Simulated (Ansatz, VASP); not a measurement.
Two plane-wave programs on Li3SF

Contents of POSCAR:

```
Li3SF
1.0
    4.4811012190      0.0000000000      0.0000000000
    0.0000000000      4.4811012190      0.0000000000
    0.0000000000      0.0000000000      4.4811012190
F S Li
1 1 3
Direct
    0.0000000000      0.0000000000      0.0000000000
    0.5000000000      0.5000000000      0.5000000000
    0.5000000000      0.5000000000      0.0000000000
    0.5000000000      0.0000000000      0.5000000000
    0.0000000000      0.5000000000      0.5000000000
```

File INCAR.step1:

```
SYSTEM = Li3SF
ALGO     = Normal         ! electronic algorithm
EDIFF    = 1E-4           ! SCF threshold, eV
ENCUT    = 520            ! plane-wave cutoff, eV
GGA      = PE             ! functional
ISMEAR   = 0              ! smearing method
LASPH    = .True.         ! aspherical terms in the spheres
LCHARG   = .False.        ! write CHGCAR
LREAL    = .False.        ! projectors in reciprocal space
LWAVE    = .True.         ! write WAVECAR
NBANDS   = 19             ! bands
NELM     = 80             ! most SCF steps
PREC     = Accurate       ! precision mode
SIGMA    = 0.01           ! smearing width, eV
```

Contents of INCAR.step2:

```
SYSTEM = Li3SF
ALGO     = Normal         ! electronic algorithm
EDIFF    = 1E-6           ! SCF threshold, eV
ENCUT    = 520            ! plane-wave cutoff, eV
ISIF     = 2              ! what is computed and relaxed
ISMEAR   = 0              ! smearing method
ISTART   = 1            
LASPH    = .True.         ! aspherical terms in the spheres
LCHARG   = .False.        ! write CHGCAR
LMIXTAU  = .True.       
LREAL    = .False.        ! projectors in reciprocal space
LWAVE    = .False.        ! write WAVECAR
METAGGA  = R2SCAN         ! meta-GGA
NBANDS   = 19             ! bands
NELM     = 80             ! most SCF steps
PREC     = Accurate       ! precision mode
SIGMA    = 0.01           ! smearing width, eV
```

The input KPOINTS:

```
k-points
0
Gamma
  6 6 6
  0 0 0
```

Input for Ansatz:

```yaml
crystal:
  lattice:
    - [4.481101219, 0.0, 0.0]
    - [0.0, 4.481101219, 0.0]
    - [0.0, 0.0, 4.481101219]
  atoms:
    - { symbol: F, position: [0.0, 0.0, 0.0] }
    - { symbol: S, position: [0.5, 0.5, 0.5] }
    - { symbol: Li, position: [0.5, 0.5, 0.0] }
    - { symbol: Li, position: [0.5, 0.0, 0.5] }
    - { symbol: Li, position: [0.0, 0.5, 0.5] }
kpoints:
  mp_grid: { grid: [6, 6, 6] }
hamiltonian:
  xc: r2scan
scf:
  occupations: { method: fixed }
  n_extra_bands: 5
output:
  forces: true
  stress: true
  eigenvalues: true
```

Alike in both runs: task single point; functional r2SCAN; k mesh 6 × 6 × 6; no spin polarisation.

|  | VASP | Ansatz |
| --- | --- | --- |
| version | VASP 6.6.1 | Ansatz 0.2.0 |
| potentials or method | VASP PAW PBE potentials, release 64 (F, S, Li_sv) | plane waves, PAW |
| plane-wave cutoff (eV) | 520 | 500 |
| occupations | gaussian, width 0.01 eV | fixed |
| valence electrons in the cell | 22 | 22 |

|  | VASP | Ansatz | Ansatz less VASP |
| --- | --- | --- | --- |
| gap on the k mesh at the Fermi level (eV) | 4.60 | 4.58 | -0.025 |

VASP's potentials were made for PBE, not for r2SCAN.

Noted on VASP's run: the cutoff is short for stress, so the pressure is rough.
